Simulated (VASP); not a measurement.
Runs of VASP 6.6.1 on Pd. The structure is that of space group P6_3/mmc (No. 194), or close to it. The cells are those of the table. This isn't the form of Pd at room conditions, which is fcc.

| cell | further INCAR settings | gap on the mesh (eV) | pressure (GPa) |
| --- | --- | --- | --- |
| a = 2.835, b = 2.835, c = 9.362 Å, angles 90.0, 90.0, 120.0°, 4 atoms | ALGO = Fast; EDIFF = 1e-07; NBANDS = 28 | none | -8.6 |
| a = 2.669, b = 2.669, c = 8.812 Å, angles 90.0, 90.0, 120.0°, 4 atoms | ALGO = Fast; EDIFF = 1e-07; NBANDS = 28 | none | 28.2 |
| a = 2.724, b = 2.724, c = 8.995 Å, angles 90.0, 90.0, 120.0°, 4 atoms | ALGO = Fast; EDIFF = 1e-06; NBANDS = 28 | none | 11.6 |
| a = 2.613, b = 2.613, c = 8.628 Å, angles 90.0, 90.0, 120.0°, 4 atoms | ALGO = Fast; EDIFF = 1e-07; NBANDS = 28 | none | (a) |

Alike in all rows: task single point; level PBE; potentials or basis VASP PAW PBE potentials, release 64 (Pd); no spin polarisation; k mesh 24 × 24 × 6; cutoff (eV) 520; smearing gaussian 0.1 eV.

Problem. Fill in the values left out.

Solution. (a) 50.9.

Caveats: the cell stands under pressure (at least some runs); the cell stands under tension (at least some runs).

A k mesh can miss the band edges, and the runs leave out spin-orbit coupling on Pd.

A gap of «none» marks levels without a gap at the run's occupations.
